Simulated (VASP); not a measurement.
# Al4As: relaxation of cell and atoms with PBE

Crystal: Al4As.

```xyz
5
Lattice="4.0808 0.0000 0.0000 0.0000 4.0808 0.0000 0.0000 0.0000 5.7712" Properties=species:S:1:pos:R:3 pbc="T T T"
Al    2.0404    0.0000    1.4428
Al    0.0000    2.0404    4.3284
Al    2.0404    0.0000    4.3284
Al    0.0000    2.0404    1.4428
As    0.0000    0.0000    0.0000
```

```
Program                : VASP 6.6.1
Task                   : relaxation of cell and atoms
Functional             : PBE
Potentials or basis    : VASP PAW PBE potentials, release 64 (Al, As)
Cutoff                 : 600 eV
k mesh                 : 4 × 4 × 4
Occupations            : gaussian, width 0.1 eV
Spin                   : no spin polarisation
Dipole correction      : no
Further INCAR settings : ALGO = Normal; EDIFF = 1e-06; IBRION = 2; EDIFFG = -0.04; NSW = 90; ISIF = 3
```

```
Relaxed volume                         : 20.49 Å³/atom
Relaxed cell                           : a = 3.947 Å, b = 3.947 Å, c = 6.577 Å, α = 90.00°, β = 90.00°, γ = 90.00°
Space group after relaxing (to 0.05 Å) : P4/mmm (No. 123)
Energy gained by relaxing              : 236.3 meV/atom
Ionic steps                            : 15
Pressure after relaxing                : 0.0 GPa
Largest force after relaxing           : 0.021 eV/Å
```

Forces in eV/Å, atoms in the order of the input:
```
Al   0.000  0.000 -0.021
Al   0.000  0.000  0.021
Al   0.000  0.000  0.021
Al   0.000  0.000 -0.021
As   0.000  0.000  0.000
```

Stress tensor (GPa, compression positive):
```
-0.07  0.00  0.00
 0.00 -0.07  0.00
 0.00  0.00  0.09
```

The path:
```csv
step,energy change (eV),largest force (eV/Å),pressure (GPa),volume (Å³)
1,0.0000,2.0110,8.63,96.11
2,-0.7100,0.6763,-2.38,111.21
3,-0.7111,0.6521,-2.63,111.83
4,-0.8720,0.4564,-1.41,107.88
5,-0.9999,0.2833,0.60,102.79
6,-0.7803,1.0691,7.85,93.00
7,-1.0252,0.1703,1.38,100.91
8,-1.0282,0.0373,2.48,99.13
9,-1.1061,0.2471,2.15,99.20
10,-1.1214,0.5063,2.01,99.17
11,-1.1286,0.3814,2.12,99.20
12,-1.1800,0.0792,0.04,102.36
13,-1.1809,0.0409,-0.27,102.92
14,-1.1809,0.0459,-0.23,102.85
15,-1.1816,0.0209,-0.02,102.47
```

Final structure:
```
Al As
1.0
     3.94716    0.00000    0.00000
     0.00000    3.94716    0.00000
     0.00000    0.00000    6.57715
Al As
4 1
Direct
  0.50000 0.00000 0.29704
  0.00000 0.50000 0.70296
  0.50000 0.00000 0.70296
  0.00000 0.50000 0.29704
  0.00000 0.00000 0.00000
```

Levels at points of the mesh, in eV from the Fermi level:
```csv
k point,band 5,band 6,band 7,band 8,band 9,band 10,band 11,band 12
"(0.00, 0.00, 0.00)",-2.55,-0.68,-0.40,0.19,0.94,0.94,1.29,1.29
"(0.50, 0.00, 0.00)",-4.40,-3.82,-1.72,1.41,1.48,2.28,2.65,2.78
"(0.50, 0.50, 0.00)",-3.84,-2.77,-2.77,-2.72,-2.57,-2.57,-1.66,1.69
"(0.00, 0.00, 0.50)",-2.32,-2.32,-0.57,-0.57,-0.21,0.62,1.35,1.56
"(0.50, 0.00, 0.50)",-2.41,-2.25,-1.61,-0.53,0.05,1.35,1.82,2.16
"(0.50, 0.50, 0.50)",-4.87,-4.87,-3.52,-2.49,-0.02,0.20,1.16,1.16
```

Wall time 4.8 min on 1 thread of Intel(R) Xeon(R) Platinum 8175M CPU @ 2.50GHz (Skylake/Cascade Lake), with other jobs on the host, peak memory 0.26 GiB.

Caveat: the k points lie up to 0.40 Å⁻¹ apart in the final cell.
